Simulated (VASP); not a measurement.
Input of a VASP 6.6.1 run:

File INCAR:

```
ALGO = Normal
EDIFF = 1E-6
ENCUT = 520
GGA = RP
ISIF = 2
ISMEAR = -1
IVDW = 13
LASPH = True
LCHARG = True
LELF = True
LREAL = False
LVHAR = True
LWAVE = False
NBANDS = 15
NELM = 60
PREC = Accurate
SIGMA = 0.05
```

File KPOINTS:

```
k-points
0
Gamma
  7 7 7
```

POSCAR

```
KBr
1.0
    0.0000000000      3.3767198633      3.3767198633
    3.3767198633      0.0000000000      3.3767198633
    3.3767198633      3.3767198633      0.0000000000
Br K
1 1
Direct
    0.5000000000      0.5000000000      0.5000000000
    0.0000000000      0.0000000000      0.0000000000
```

Potentials or basis: VASP PAW PBE potentials, release 64 (Br, K_sv).

Command:

```console
$ cat potpaw_PBE.64/Br/POTCAR potpaw_PBE.64/K_sv/POTCAR > POTCAR
$ mpirun -np 1 vasp_std > vasp.out
```

(1) Estimate the pressure.

(2) Estimate the dispersion energy per atom.

Results:

(1) 0.0 GPa.

(2) -0.192 eV.

Caveat: the PAW data sets were made with another functional, which shifts forces and pressure a little.
